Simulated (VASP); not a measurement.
# CdSe (P6_3mc) in VASP: single point with PBEsol

Aim: the single point of CdSe with PBEsol.

Everything below comes from runs of VASP 6.6.1. Logs are shortened: lines on timing, memory, paths and dates and some standing lists are left out, and cuts for length are marked.

### Step 1. The cell of the first run

It takes space group P6_3mc (No. 186, hexagonal). Conventional cell: a = 4.383 Å, b = 4.383 Å, c = 7.154 Å, α = 90.00°, β = 90.00°, γ = 120.00°. Cd (site symmetry 3m) has 4 Se at 2.68 to 2.69 Å within 3.5 Å. Se (site symmetry 3m) has 4 Cd at 2.68 to 2.69 Å within 3.5 Å.

### Step 2. Single point, PBEsol

POSCAR

```
CdSe
1.0
    4.3833795273      0.0000000000      0.0000000000
   -2.1916897636      3.7961180251      0.0000000000
    0.0000000000      0.0000000000      7.1535456852
Cd Se
2 2
Direct
    0.3333333333      0.6666666667      0.0045810803
    0.6666666667      0.3333333333      0.5045810803
    0.3333333333      0.6666666667      0.3804189197
    0.6666666667      0.3333333333      0.8804189197
```

INCAR.step1

```
SYSTEM = CdSe
PREC     = Accurate       ! precision mode
ENCUT    = 520            ! plane-wave cutoff, eV
EDIFF    = 1E-7           ! SCF threshold, eV
ISMEAR   = 0              ! smearing method
SIGMA    = 0.02           ! smearing width, eV
LREAL    = .False.        ! projectors in reciprocal space
LASPH    = .True.         ! aspherical terms in the spheres
NELM     = 100            ! most SCF steps
ALGO     = Normal         ! electronic algorithm
ISIF     = 2              ! what is computed and relaxed
LWAVE    = .False.        ! write WAVECAR
LCHARG   = .True.         ! write CHGCAR
GGA      = PS             ! functional
NBANDS   = 26             ! bands
```

KPOINTS.step1

```
Automatic mesh
0
Gamma
  12 12 6
  0 0 0
```

INCAR.step2

```
SYSTEM = CdSe
PREC     = Accurate       ! precision mode
ENCUT    = 520            ! plane-wave cutoff, eV
EDIFF    = 1E-7           ! SCF threshold, eV
ISMEAR   = -5             ! smearing method
SIGMA    = 0.02           ! smearing width, eV
LREAL    = .False.        ! projectors in reciprocal space
LASPH    = .True.         ! aspherical terms in the spheres
NELM     = 100            ! most SCF steps
ALGO     = Normal         ! electronic algorithm
ISIF     = 2              ! what is computed and relaxed
LWAVE    = .False.        ! write WAVECAR
LCHARG   = .False.        ! write CHGCAR
GGA      = PS             ! functional
LORBIT   = 10             ! projections on sites
NBANDS   = 26             ! bands
NEDOS    = 2001           ! points of the DOS
ICHARG   = 11             ! starting density
```

KPOINTS.step2

```
Automatic mesh
0
Gamma
  18 18 9
  0 0 0
```

Potentials or basis: VASP PAW PBE potentials, release 64 (Cd, Se).

Run with:

```sh
$ cat potpaw_PBE.64/Cd/POTCAR potpaw_PBE.64/Se/POTCAR > POTCAR
$ cp INCAR.step1 INCAR
$ cp KPOINTS.step1 KPOINTS
$ mpirun -np 1 vasp_std > vasp.out
$ cp INCAR.step2 INCAR
$ cp KPOINTS.step2 KPOINTS
$ mpirun -np 1 vasp_std > vasp.out
```

OUTCAR:

```text
SYSTEM = CdSe
   PREC = Accurate
   ENCUT = 520
   EDIFF = 1E-7
   ISMEAR = -5
   LREAL = .False.
   LASPH = .True.
   NELM = 100
   ISIF = 2
   GGA = PS
   LORBIT = 10
   ICHARG = 11

 ion  position               nearest neighbor table
   1  0.333  0.667  0.005-   4 2.68   4 2.68   4 2.68   3 2.69
   2  0.667  0.333  0.505-   3 2.68   3 2.68   3 2.68   4 2.69
   3  0.333  0.667  0.380-   2 2.68   2 2.68   2 2.68   1 2.69
   4  0.667  0.333  0.880-   1 2.68   1 2.68   1 2.68   2 2.69

  LATTYP: Found a hexagonal cell.
 ALAT       =     4.3833795273
 C/A-ratio  =     1.6319704102

  Lattice vectors:

 A1 = (   4.3833795273,   0.0000000000,   0.0000000000)
 A2 = (  -2.1916897636,   3.7961180251,   0.0000000000)
 A3 = (   0.0000000000,   0.0000000000,   7.1535456852)

Analysis of symmetry for initial positions (statically):
=====================================================================
 Subroutine PRICEL returns:
 Original cell was already a primitive cell.

 Routine SETGRP: Setting up the symmetry group for a
 hexagonal supercell.

 Subroutine GETGRP returns: Found 12 space group operations
 (whereof  6 operations were pure point group operations)
 out of a pool of 24 trial point group operations.

The static configuration has the point symmetry C_3v.
 The point group associated with its full space group is C_6v.

Analysis of symmetry for dynamics (positions and initial velocities):
=====================================================================
 Subroutine PRICEL returns:
 Original cell was already a primitive cell.

 Routine SETGRP: Setting up the symmetry group for a
 hexagonal supercell.

 Subroutine GETGRP returns: Found 12 space group operations
 (whereof  6 operations were pure point group operations)
 out of a pool of 24 trial point group operations.

The dynamic configuration has the point symmetry C_3v.
 The point group associated with its full space group is C_6v.

 Subroutine INISYM returns: Found 12 space group operations
 (whereof  6 operations are pure point group operations),
 and found     1 'primitive' translations

----------------------------------------------------------------------------------------

                                     Primitive cell

  volume of cell :     119.0338

  direct lattice vectors                    reciprocal lattice vectors
     4.383379527  0.000000000  0.000000000     0.228134478  0.131713502  0.000000000
    -2.191689764  3.796118025  0.000000000     0.000000000  0.263427004  0.000000000
     0.000000000  0.000000000  7.153545685     0.000000000  0.000000000  0.139790818

  length of vectors
     4.383379527  4.383379527  7.153545685     0.263427004  0.263427004  0.139790818

  position of ions in fractional coordinates (direct lattice)
     0.333333333  0.666666667  0.004581080
     0.666666667  0.333333333  0.504581080
     0.333333333  0.666666667  0.380418920
     0.666666667  0.333333333  0.880418920

  ion indices of the primitive-cell ions
   primitive index   ion index
                 1           1
                 2           2
                 3           3
                 4           4

----------------------------------------------------------------------------------------

 KPOINTS: Automatic mesh

Automatic generation of k-mesh.
 Grid dimensions read from file:
 generate k-points for:   18   18    9

 Generating k-lattice:

  Cartesian coordinates                     Fractional coordinates (reciprocal lattice)
     0.012674138  0.007317417  0.000000000     0.055555556  0.000000000  0.000000000
     0.000000000  0.014634834  0.000000000     0.000000000  0.055555556  0.000000000
     0.000000000  0.000000000  0.015532313     0.000000000  0.000000000  0.111111111

  Length of vectors
     0.014634834  0.014634834  0.015532313

  Shift w.r.t. Gamma in fractional coordinates (k-lattice)
     0.000000000  0.000000000  0.000000000

 TETIRR: Found   2805 inequivalent tetrahedra from    17496

 Subroutine IBZKPT returns following result:
 ===========================================

 Found    185 irreducible k-points:

 Following reciprocal coordinates:
            Coordinates               Weight
  0.000000  0.000000  0.000000      1.000000
  0.055556 -0.000000  0.000000      6.000000
  0.111111 -0.000000  0.000000      6.000000
  0.166667 -0.000000  0.000000      6.000000
  0.222222  0.000000  0.000000      6.000000
  0.277778  0.000000  0.000000      6.000000
[... 16 lines left out ...]
  0.333333  0.111111  0.000000     12.000000
  0.388889  0.111111  0.000000     12.000000
 [... further k-points ...]
   k-points           NKPTS =    185   k-points in BZ     NKDIM =    185   number of bands    NBANDS=     26
   number of dos      NEDOS =   2001   number of ions     NIONS =      4
   total plane-waves  NPLWV =  69984
   dimension x,y,z NGX =    36 NGY =   36 NGZ =   54
   dimension x,y,z NGXF=    72 NGYF=   72 NGZF=  108
   ions per type =               2   2
   NGX,Y,Z   is equivalent  to a cutoff of  13.65, 13.65, 12.55 a.u.
   NGXF,Y,Z  is equivalent  to a cutoff of  27.31, 27.31, 25.10 a.u.
 SYSTEM =  CdSe
   PREC   = accura    normal or accurate (medium, high low for compatibility)
   ISTART =      0    job   : 0-new  1-cont  2-samecut
   ICHARG =     11    charge: 1-file 2-atom 10-const
   ISPIN  =      1    spin polarized calculation?
   LNONCOLLINEAR =      F non collinear calculations
   LSORBIT =      F    spin-orbit coupling
   LASPH  =      T    aspherical Exc in radial PAW
   ENCUT  =  520.0 eV  38.22 Ry    6.18 a.u.   8.15  8.15 13.30*2*pi/ulx,y,z
   NELM   =    100;   NELMIN=  2; NELMDL=  0     # of ELM steps
   EDIFF  = 0.1E-06   stopping-criterion for ELM
   LREAL  =      F    real-space projection
   EDIFFG = 0.1E-05   stopping-criterion for IOM
   NSW    =      0    number of steps for IOM
   IBRION =     -1    ionic relax: 0-MD 1-quasi-New 2-CG
   NFREE  =      0    steps in history (QN), initial steepest desc. (CG)
   ISIF   =      2    stress and relaxation
   ISYM   =      2    0-nonsym 1-usesym 2-fastsym
   POTIM  = 0.5000    time-step for ionic-motion
   TEBEG  =    0.0;   TEEND  =   0.0 temperature during run
   PSTRESS=    0.0 pullay stress
   NELECT =      36.0000    total number of electrons
   NUPDOWN=      -1.0000    fix difference up-down
   EMIN   =  10.00;   EMAX   =-10.00  energy-range for DOS
   EFERMI =   0.00;   METHOD = LEGACY
   ISMEAR =    -5;   SIGMA  =   0.02  broadening in eV -4-tet -1-fermi 0-gaus
   EFERMI_NEDOS =   21; number of points for ismear=-14 and -15
   IALGO  =     38    algorithm
   IMIX   =      4    mixing-type and parameters
     AMIX     =   0.40;   BMIX     =  1.00
     AMIX_MAG =   1.60;   BMIX_MAG =  1.00
  volume/ion in A,a.u.               =      29.76       200.82
  Fermi-wavevector in a.u.,A,eV,Ry     =   1.098885  2.076592 16.429694  1.207548
  Thomas-Fermi vector in A             =   2.235270
   LORBIT       =     10    0 simple, 1 ext, 2 COOP (PROOUT), +10 PAW based schemes
   GGA     = PS    functional components
   LHFCALC =     F    Hartree Fock is set to
   AEXX    =    0.0000 exact exchange contribution
   IVDW    =     0    specifies the selected vdW correction
   LEPSILON=     F    determine dielectric tensor
   LRPA    =     F    only Hartree local field effects (RPA)
 non-spin polarized calculation
 Fermi weights with tetrahedron method with Bloechl corrections
  energy-cutoff  :      520.00
  volume of cell :      119.03
 maximum number of plane-waves:      3223
 NGX is ok and might be reduce to    36

 number of electron      36.0000003 magnetization

 Free energy of the ion-electron system (eV)
  ---------------------------------------------------
  ext. energy  EPLUGINS =         0.00000000
  ---------------------------------------------------
  free energy    TOTEN  =       -12.31056308 eV

  energy without entropy =      -12.31056308  energy(sigma->0) =      -12.31056308

 E-fermi :   0.3899     XC(G=0):  -8.8363

 val. band max:        0.3854591858   @ k =   0.0000   0.0000   0.0000
 cond. band min:       0.8089952881   @ k =   0.0000   0.0000   0.0000
 fundamental gap:      0.4235361022
 Fermi energy:         0.3899009981

 k-point     1 :       0.0000    0.0000    0.0000
  band No.  band energies     occupation
      1     -11.9427      2.00000
      2     -11.6066      2.00000
      3      -7.3448      2.00000
      4      -7.3396      2.00000
      5      -7.3396      2.00000
      6      -7.2811      2.00000
[... 18 lines left out ...]
     25       7.2705      0.00000
     26       7.7587      0.00000

 k-point     2 :       0.0556   -0.0000    0.0000
  band No.  band energies     occupation
      1     -11.9340      2.00000
      2     -11.6025      2.00000
      3      -7.3428      2.00000
      4      -7.3364      2.00000
      5      -7.3322      2.00000
      6      -7.2774      2.00000
[... 18 lines left out ...]
     25       7.3403      0.00000
     26       7.7062      0.00000

 k-point     3 :       0.1111   -0.0000    0.0000
  band No.  band energies     occupation
      1     -11.9086      2.00000
      2     -11.5908      2.00000
      3      -7.3349      2.00000
      4      -7.3276      2.00000
      5      -7.3124      2.00000
      6      -7.2663      2.00000
[... 18 lines left out ...]
     25       7.5421      0.00000
     26       7.5676      0.00000

 k-point     4 :       0.1667   -0.0000    0.0000
  band No.  band energies     occupation
      1     -11.8690      2.00000
      2     -11.5735      2.00000
      3      -7.3225      2.00000
      4      -7.3146      2.00000
      5      -7.2802      2.00000
      6      -7.2470      2.00000
[... 18 lines left out ...]
     25       7.3965      0.00000
     26       7.8551      0.00000
[... 496 lines left out ...]
      1     -11.6936      2.00000
      2     -11.5144      2.00000
      3      -7.2799      2.00000
      4      -7.2717      2.00000
      5      -7.1797      2.00000
      6      -7.1758      2.00000
[... 18 lines left out ...]
     25       7.8679      0.00000
     26       8.3361      0.00000

 k-point    23 :       0.3333    0.1111    0.0000
  band No.  band energies     occupation
      1     -11.6469      2.00000
      2     -11.5066      2.00000
      3      -7.2753      2.00000
      4      -7.2616      2.00000
      5      -7.1613      2.00000
      6      -7.1571      2.00000
[... 18 lines left out ...]
     25       8.2219      0.00000
     26       8.3987      0.00000

 k-point    24 :       0.3889    0.1111    0.0000
  band No.  band energies     occupation
      1     -11.6129      2.00000
      2     -11.5049      2.00000
      3      -7.2730      2.00000
      4      -7.2554      2.00000
      5      -7.1502      2.00000
      6      -7.1414      2.00000
[... 18 lines left out ...]
     25       8.2881      0.00000
     26       8.8670      0.00000

 [... further k-points ...]

------------------------ aborting loop because EDIFF is reached ----------------------------------------

  FORCE on cell =-STRESS in cart. coord.  units (eV):
  Direction    XX          YY          ZZ          XY          YZ          ZX
  --------------------------------------------------------------------------------------
  -------------------------------------------------------------------------------------
  Total       -1.7000702     -1.7000702     -1.7076825     -0.0000000      0.0000000      0.0000000
  in kB      -22.8827013    -22.8827013    -22.9851618     -0.0000000      0.0000000      0.0000000
  external PRESSURE =     -22.9168548 kB  Pullay stress =       0.0000000 kB

 VOLUME and BASIS-vectors are now :
 -----------------------------------------------------------------------------
  energy-cutoff  :      520.00
  volume of cell :      119.03
      direct lattice vectors                 reciprocal lattice vectors
     4.383379527  0.000000000  0.000000000     0.228134478  0.131713502  0.000000000
    -2.191689764  3.796118025  0.000000000     0.000000000  0.263427004  0.000000000
     0.000000000  0.000000000  7.153545685     0.000000000  0.000000000  0.139790818

 POSITION                                       TOTAL-FORCE (eV/Angst)
 -----------------------------------------------------------------------------------
     -0.00000      2.53075      0.03277         0.000000     -0.000000     -0.001214
      2.19169      1.26537      3.60954        -0.000000     -0.000000     -0.001214
     -0.00000      2.53075      2.72134        -0.000000     -0.000000      0.001214
      2.19169      1.26537      6.29812        -0.000000      0.000000      0.001214
 -----------------------------------------------------------------------------------
    total drift:                               -0.000000     -0.000000      0.000430

  FREE ENERGIE OF THE ION-ELECTRON SYSTEM (eV)
  ---------------------------------------------------
  free  energy   TOTEN  =       -12.3105630760 eV

  energy  without entropy=      -12.3105630760  energy(sigma->0) =      -12.31056308

 total charge

# of ion       s       p       d       tot
------------------------------------------
    1        0.439   0.286   9.550  10.276
    2        0.439   0.286   9.550  10.276
    3        1.448   2.350   0.019   3.817
    4        1.448   2.350   0.019   3.817
--------------------------------------------------
tot          3.774   5.273  19.137  28.184
```

Wall time 3.8 min (1 thread of AMD EPYC 9R45 (Zen 5), shared host); peak memory 0.57 GiB.

What came out:

| Item | Value |
| --- | --- |
| Valence electrons inside the program's atomic spheres | Cd 10.28; Se 3.82 |

Caveat: the PAW data sets were made with another functional, which shifts forces and pressure a little.
